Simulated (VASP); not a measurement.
# Nb (Fm-3m) in VASP: a series of runs, part 2 of 2

VASP 6.6.1. Earlier steps stand in the parts before.

## Step 3: Electric field gradients, PBEsol (volume scaled by 1.06)

INCAR

```
SYSTEM = Nb
  ALGO = Normal
  EDIFF = 1E-8
  ENCUT = 520
  GGA = PS
  ISIF = 2
  ISMEAR = -1
  LASPH = .TRUE.
  LCHARG = .FALSE.
  LEFG = .TRUE.
  LREAL = .FALSE.
  LWAVE = .FALSE.
  NBANDS = 12
  NELM = 80
  PREC = Accurate
  SIGMA = 0.08
```

KPOINTS

```
k-points
0
G
  13 13 13
  0 0 0
```

POSCAR

```
Nb
1.0
    0.0000000000      2.1564811194      2.1564811194
    2.1564811194      0.0000000000      2.1564811194
    2.1564811194      2.1564811194      0.0000000000
Nb
1
Direct
    0.0000000000      0.0000000000      0.0000000000
```

Potentials or basis: VASP PAW PBE potentials, release 64 (Nb_sv).

Run with:

```bash
$ cat potpaw_PBE.64/Nb_sv/POTCAR > POTCAR
$ mpirun -np 1 vasp_std > vasp.out
```

OUTCAR:

```text
SYSTEM = Nb
   EDIFF = 1E-8
   ENCUT = 520
   GGA = PS
   ISIF = 2
   ISMEAR = -1
   LASPH = .TRUE.
   LREAL = .FALSE.
   NELM = 80
   PREC = Accurate

 ion  position               nearest neighbor table
   1  0.000  0.000  0.000-

  LATTYP: Found a face centered cubic cell.
 ALAT       =     4.3129622388

  Lattice vectors:

 A1 = (   0.0000000000,   2.1564811194,   2.1564811194)
 A2 = (   2.1564811194,   0.0000000000,   2.1564811194)
 A3 = (   2.1564811194,   2.1564811194,   0.0000000000)

Analysis of symmetry for initial positions (statically):
=====================================================================
 Subroutine PRICEL returns:
 Original cell was already a primitive cell.

 Routine SETGRP: Setting up the symmetry group for a
 face centered cubic supercell.

 Subroutine GETGRP returns: Found 48 space group operations
 (whereof 48 operations were pure point group operations)
 out of a pool of 48 trial point group operations.

The static configuration has the point symmetry O_h .

Analysis of symmetry for dynamics (positions and initial velocities):
=====================================================================
 Subroutine PRICEL returns:
 Original cell was already a primitive cell.

 Routine SETGRP: Setting up the symmetry group for a
 face centered cubic supercell.

 Subroutine GETGRP returns: Found 48 space group operations
 (whereof 48 operations were pure point group operations)
 out of a pool of 48 trial point group operations.

The dynamic configuration has the point symmetry O_h .

 Subroutine INISYM returns: Found 48 space group operations
 (whereof 48 operations are pure point group operations),
 and found     1 'primitive' translations

----------------------------------------------------------------------------------------

                                     Primitive cell

  volume of cell :      20.0570

  direct lattice vectors                    reciprocal lattice vectors
     0.000000000  2.156481119  2.156481119    -0.231859206  0.231859206  0.231859206
     2.156481119  0.000000000  2.156481119     0.231859206 -0.231859206  0.231859206
     2.156481119  2.156481119  0.000000000     0.231859206  0.231859206 -0.231859206

  length of vectors
     3.049724846  3.049724846  3.049724846     0.401591925  0.401591925  0.401591925

  position of ions in fractional coordinates (direct lattice)
     0.000000000  0.000000000  0.000000000

  ion indices of the primitive-cell ions
   primitive index   ion index
                 1           1

----------------------------------------------------------------------------------------

 KPOINTS: k-points

Automatic generation of k-mesh.
 Grid dimensions read from file:
 generate k-points for:   13   13   13

 Generating k-lattice:

[... 69 lines left out ...]
   POTIM  = 0.5000    time-step for ionic-motion
   TEBEG  =    0.0;   TEEND  =   0.0 temperature during run
   PSTRESS=    0.0 pullay stress
   NELECT =      13.0000    total number of electrons
   NUPDOWN=      -1.0000    fix difference up-down
   EMIN   =  10.00;   EMAX   =-10.00  energy-range for DOS
   EFERMI =   0.00;   METHOD = LEGACY
   ISMEAR =    -1;   SIGMA  =   0.08  broadening in eV -4-tet -1-fermi 0-gaus
   EFERMI_NEDOS =   21; number of points for ismear=-14 and -15
   IALGO  =     38    algorithm
   IMIX   =      4    mixing-type and parameters
     AMIX     =   0.40;   BMIX     =  1.00
     AMIX_MAG =   1.60;   BMIX_MAG =  1.00
  volume/ion in A,a.u.               =      20.06       135.35
  Fermi-wavevector in a.u.,A,eV,Ry     =   1.416773  2.677313 27.310238  2.007246
  Thomas-Fermi vector in A             =   2.538073
   LORBIT       =      0    0 simple, 1 ext, 2 COOP (PROOUT), +10 PAW based schemes
   GGA     = PS    functional components
   LHFCALC =     F    Hartree Fock is set to
   AEXX    =    0.0000 exact exchange contribution
   IVDW    =     0    specifies the selected vdW correction
   LEPSILON=     F    determine dielectric tensor
   LRPA    =     F    only Hartree local field effects (RPA)
 non-spin polarized calculation
  energy-cutoff  :      520.00
  volume of cell :       20.06
 maximum number of plane-waves:       556
   NGX = 11   NGY = 11   NGZ = 11

 number of electron      12.9999999 magnetization

 Free energy of the ion-electron system (eV)
  ---------------------------------------------------
  ext. energy  EPLUGINS =         0.00000000
  ---------------------------------------------------
  free energy    TOTEN  =       -10.52584356 eV

  energy without entropy =      -10.49207639  energy(sigma->0) =      -10.50895997

 E-fermi :   9.9208     XC(G=0): -12.0846

 val. band max:        9.9090660224   @ k =   0.3846   0.2308   0.0000
 cond. band min:       9.9219009372   @ k =   0.0769   0.0000   0.0000
 fundamental gap:      0.0128349148
 Fermi energy:         9.9207882864

 k-point     1 :       0.0000    0.0000    0.0000
  band No.  band energies     occupation
      1     -44.8477      2.00000
      2     -20.3640      2.00000
      3     -20.3640      2.00000
      4     -20.3640      2.00000
      5       3.8594      2.00000
      6      10.0748      0.25462
      7      10.0748      0.25462
      8      10.0748      0.25462
      9      12.4322      0.00000
     10      12.4322      0.00000
     11      21.6871      0.00000
     12      26.1355      0.00000
[... 331 lines left out ...]
 k-point    24 :       0.4615    0.1538    0.0000
  band No.  band energies     occupation
      1     -44.6965      2.00000
      2     -21.2082      2.00000
      3     -20.5987      2.00000
      4     -20.5415      2.00000
      5       6.9061      2.00000
      6       9.0136      1.99998
      7       9.8762      1.27182
      8      10.6611      0.00019
      9      14.2983      0.00000
     10      14.6851      0.00000
     11      19.9159      0.00000
     12      23.1115      0.00000

 [... further k-points ...]

------------------------ aborting loop because EDIFF is reached ----------------------------------------

  FORCE on cell =-STRESS in cart. coord.  units (eV):
  Direction    XX          YY          ZZ          XY          YZ          ZX
  --------------------------------------------------------------------------------------
  -------------------------------------------------------------------------------------
  Total       -1.8434707     -1.8434707     -1.8434707      0.0000000      0.0000000     -0.0000000
  in kB     -147.2583233   -147.2583233   -147.2583233      0.0000000      0.0000000     -0.0000000
  external PRESSURE =    -147.2583233 kB  Pullay stress =       0.0000000 kB

 VOLUME and BASIS-vectors are now :
 -----------------------------------------------------------------------------
  energy-cutoff  :      520.00
  volume of cell :       20.06
      direct lattice vectors                 reciprocal lattice vectors
     0.000000000  2.156481119  2.156481119    -0.231859206  0.231859206  0.231859206
     2.156481119  0.000000000  2.156481119     0.231859206 -0.231859206  0.231859206
     2.156481119  2.156481119  0.000000000     0.231859206  0.231859206 -0.231859206

 POSITION                                       TOTAL-FORCE (eV/Angst)
 -----------------------------------------------------------------------------------
      0.00000      0.00000      0.00000         0.000000     -0.000000     -0.000000
 -----------------------------------------------------------------------------------
    total drift:                                0.000000      0.000000     -0.000000

  FREE ENERGIE OF THE ION-ELECTRON SYSTEM (eV)
  ---------------------------------------------------
  free  energy   TOTEN  =       -10.5258435551 eV

  energy  without entropy=      -10.4920763936  energy(sigma->0) =      -10.50895997

 Electric field gradients (V/A^2)
---------------------------------------------------------------------
 ion       V_xx      V_yy      V_zz      V_xy      V_xz      V_yz
---------------------------------------------------------------------
   1      -0.000    -0.000     0.000     0.000     0.000     0.000
---------------------------------------------------------------------

 Electric field gradients after diagonalization (V/A^2)
 (convention: |V_zz| > |V_xx| > |V_yy|)
----------------------------------------------------------------------
 ion       V_xx      V_yy      V_zz     asymmetry (V_yy - V_xx)/ V_zz
----------------------------------------------------------------------
   1      -0.000    -0.000     0.001       0.000
----------------------------------------------------------------------

           NMR quadrupolar parameters

 Cq : quadrupolar parameter    Cq=e*Q*V_zz/h
 eta: asymmetry parameters     (V_yy - V_xx)/ V_zz
 Q  : nuclear electric quadrupole moment in mb (millibarn)
----------------------------------------------------------------------
 ion       Cq(MHz)       eta       Q (mb)
----------------------------------------------------------------------
   1       0.000       0.000       1.000
----------------------------------------------------------------------
```

Run time: 14 s. Hardware: 1 thread of Intel Xeon Platinum 8259CL at 2.50GHz (Skylake/Cascade Lake), shared host; peak memory 0.15 GiB.

Results:

| Item | Value |
| --- | --- |
| Free energy | -10.5258 eV |
| Pressure | -14.7 GPa |

Caveat: without QUAD_EFG the Cq values of the log hold for a quadrupole moment of 1 mb, not for the nuclei; the PAW data sets were made with another functional, which shifts forces and pressure a little.
